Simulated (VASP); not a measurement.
A run of VASP 6.6.1:

The input INCAR:

```
SYSTEM = Pd
PREC = Accurate
ENCUT = 520
EDIFF = 1E-6
ISMEAR = -1
SIGMA = 0.05
LREAL = .False.
LASPH = .True.
NELM = 60
ALGO = Normal
ISIF = 2
LWAVE = .False.
LCHARG = .False.
GGA = PE
IVDW = 13
NBANDS = 11
```

KPOINTS

```
regular mesh
0
Gamma
  12 12 12
  0 0 0
```

Contents of POSCAR:

```
Pd
1.0
    0.0000000000      1.9846763588      1.9846763588
    1.9846763588      0.0000000000      1.9846763588
    1.9846763588      1.9846763588      0.0000000000
Pd
1
Direct
    0.0000000000      0.0000000000      0.0000000000
```

Potentials or basis: VASP PAW PBE potentials, release 64 (Pd).

Launch:

```sh
$ cat potpaw_PBE.64/Pd/POTCAR > POTCAR
$ mpirun -np 1 vasp_std > vasp.out
```

Hardware: 1 thread of Intel(R) Xeon(R) Platinum 8488C (Sapphire Rapids), with other jobs on the host.

**Question.** How long does it take, and how much memory?

**Answer.** Wall time 7 s on 1 thread of Intel(R) Xeon(R) Platinum 8488C (Sapphire Rapids), with other jobs on the host, peak memory 0.14 GiB. Counts: scf iterations 11, k points 72.
